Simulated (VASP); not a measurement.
Ta8HN8 (a cell with a defect): single point with PBE

Ta8HN8 (a cell with a defect):

```
Ta N H
1.0
     2.91710   -5.05257    0.00000
    -5.83420    0.00000    0.00000
     0.00000    0.00000   -5.91485
Ta N H
8 8 1
Direct
  0.49980 0.49961 0.99801
  0.00000 0.50000 0.99829
  0.49980 0.00020 0.99801
  0.00039 0.00020 0.99801
  0.49980 0.49961 0.50199
  0.00000 0.50000 0.50171
  0.49980 0.00020 0.50199
  0.00039 0.00020 0.50199
  0.16730 0.33270 0.75000
  0.66540 0.33270 0.75000
  0.16730 0.83460 0.75000
  0.66667 0.83333 0.75000
  0.33333 0.16667 0.25000
  0.83655 0.17311 0.25000
  0.32690 0.66345 0.25000
  0.83655 0.66345 0.25000
  0.66668 0.83335 0.25000
```

```
Program                : VASP 6.6.1
Task                   : single point
Functional             : PBE
Potentials or basis    : VASP PAW PBE potentials, release 64 (Ta_pv, N, H)
Cutoff                 : 520 eV
k mesh                 : 5 × 5 × 4, shifted
Occupations            : gaussian, width 0.1 eV
Spin                   : no spin polarisation
Dipole correction      : no
Further INCAR settings : LREAL = Auto; ALGO = Fast; EDIFF = 1e-06; NBANDS = 78
```

```json
{
  "Pressure": "3.7 GPa",
  "Largest force": "0.017 eV/Å",
  "Band gap on the k mesh": "zero (an odd number of electrons rules out a gap without spin polarisation)"
}
```

Forces in eV/Å, atoms in the order of the input:
```
Ta   0.008  0.005  0.001
Ta   0.000  0.000  0.017
Ta  -0.008  0.005  0.001
Ta   0.000 -0.009  0.001
Ta   0.008  0.005 -0.001
Ta   0.000  0.000 -0.017
Ta  -0.008  0.005 -0.001
Ta   0.000 -0.009 -0.001
N    0.003 -0.002  0.000
N    0.000  0.003  0.000
N   -0.003 -0.002  0.000
N    0.000  0.000  0.000
N    0.000  0.000  0.000
N    0.005  0.003  0.000
N    0.000 -0.006  0.000
N   -0.005  0.003  0.000
H    0.000  0.000  0.000
```

Stress tensor (GPa, compression positive):
```
2.72 0.00 0.00
0.00 2.72 0.00
0.00 0.00 5.69
```

Levels at points of the mesh, in eV from the Fermi level:
| k point | band 62 | band 63 | band 64 | band 65 | band 66 | band 67 |
| --- | --- | --- | --- | --- | --- | --- |
| (0.00, 0.00, 0.12) | -2.20 | -2.20 | -0.12 | -0.12 | 0.39 | 0.39 |

Run time: 13 min on 1 thread of Oxide Virtual Turin-like Processor, with other jobs on the host, peak memory 0.38 GiB.

Caveat: spin-orbit coupling is left out, which moves the levels of the heavy elements.
